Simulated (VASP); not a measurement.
Runs of VASP 6.6.1 on SiW3. The structure is that of space group I4/mmm (No. 139), or close to it. The cells are those of the table. 

```tsv
cell	gap on the mesh (eV)	pressure (GPa)
a = 4.440 Å, angles 112.3, 112.3, 104.0°, 4 atoms	none	16.2
a = 4.513 Å, angles 111.5, 111.5, 105.4°, 4 atoms	none	(a)
a = 4.513 Å, angles 107.5, 107.5, 113.5°, 4 atoms	none	3.1
a = 4.400 Å, angles 111.6, 111.6, 105.3°, 4 atoms	none	20.6
```

Alike in all rows: task single point; level PBE; potentials or basis VASP PAW PBE potentials, release 64 (Si, W_sv); no spin polarisation; k mesh 14 × 14 × 14; cutoff (eV) 520; smearing gaussian 0.15 eV.

Problem. Estimate the missing entries.

Solution. (a) 2.8.

Caveats: spin-orbit coupling is left out, which moves the levels of the heavy elements; the cell stands under pressure (at least some runs).

A k mesh can miss the band edges, and the runs leave out spin-orbit coupling on W.

A gap of «none» marks levels without a gap at the run's occupations.
